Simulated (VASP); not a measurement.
A run of VASP 6.6.1 is set up as follows.

Contents of INCAR:

```
SYSTEM = Sb
PREC = Accurate
ENCUT = 520
EDIFF = 1E-6
ISMEAR = -1
SIGMA = 0.05
LREAL = .False.
LASPH = .True.
NELM = 60
ALGO = Normal
ISIF = 2
LWAVE = .False.
LCHARG = .False.
GGA = PE
NBANDS = 8
```

The input KPOINTS:

```
Automatic mesh
0
Gamma
  15 15 15
  0 0 0
```

The input POSCAR:

```
Sb
1.0
   -1.8932794349      1.8932794349      1.8932794349
    1.8932794349     -1.8932794349      1.8932794349
    1.8932794349      1.8932794349     -1.8932794349
Sb
1
Direct
    0.0000000000      0.0000000000      0.0000000000
```

Potentials or basis: VASP PAW PBE potentials, release 64 (Sb).

The run is started by

```console
$ cat potpaw_PBE.64/Sb/POTCAR > POTCAR
$ mpirun -np 1 vasp_std > vasp.out
```

**Question.** What does it give for the band gap on the k mesh?

**Answer.** Zero (an odd number of electrons rules out a gap without spin polarisation).

**Question.** Estimate the pressure.

**Answer.** -0.2 GPa.

Caveat: spin-orbit coupling is left out, which moves the levels of the heavy elements.
